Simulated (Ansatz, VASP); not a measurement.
**One calculation of AlP, two programs**

INCAR

```
SYSTEM = AlP
PREC     = Accurate       ! precision mode
ENCUT    = 500            ! plane-wave cutoff, eV
EDIFF    = 1E-6           ! SCF threshold, eV
ISMEAR   = 0              ! smearing method
SIGMA    = 0.01           ! smearing width, eV
LREAL    = .False.        ! projectors in reciprocal space
LASPH    = .True.         ! aspherical terms in the spheres
NELM     = 120            ! most SCF steps
ALGO     = Normal         ! electronic algorithm
ISIF     = 2              ! what is computed and relaxed
LWAVE    = .False.        ! write WAVECAR
LCHARG   = .False.        ! write CHGCAR
GGA      = PE             ! functional
NBANDS   = 11             ! bands
GGA_COMPAT= .False.
```

The input KPOINTS:

```
Automatic mesh
0
Gamma
  4 4 4
  0 0 0
```

The input POSCAR:

```
AlP
1.0
    0.0000000000      2.7255000000      2.7255000000
    2.7255000000      0.0000000000      2.7255000000
    2.7255000000      2.7255000000      0.0000000000
Al P
1 1
Direct
    0.0000000000      0.0000000000      0.0000000000
    0.2500000000      0.2500000000      0.2500000000
```

Input for Ansatz:

```yaml
crystal:
  lattice:
    - [0.0, 2.7255, 2.7255]
    - [2.7255, 0.0, 2.7255]
    - [2.7255, 2.7255, 0.0]
  atoms:
    - { symbol: Al, position: [0.0, 0.0, 0.0] }
    - { symbol: P, position: [0.25, 0.25, 0.25] }
kpoints:
  mp_grid:
    grid: [4, 4, 4]
hamiltonian:
  xc: pbe
scf:
  occupations:
    method: fixed
output:
  eigenvalues: true
```

Alike in both runs: task single point; functional PBE; k mesh 4 × 4 × 4; no spin polarisation.

|  | VASP | Ansatz |
| --- | --- | --- |
| version | VASP 6.6.1 | Ansatz 0.2.0 |
| potentials or method | VASP PAW PBE potentials, release 64 (Al, P) | plane waves, PAW |
| plane-wave cutoff (eV) | 500 | 420 |
| occupations | gaussian, width 0.01 eV | fixed |
| valence electrons in the cell | 8 | 8 |

Ansatz gave:

| Property | Result |
| --- | --- |
| gap on the k mesh at the Fermi level (eV) | 1.55 |

Q: What did VASP give for the same quantities?

A: gap on the k mesh at the Fermi level (eV): 1.54.

The k mesh is coarse, so the values compare programs but aren't converged.
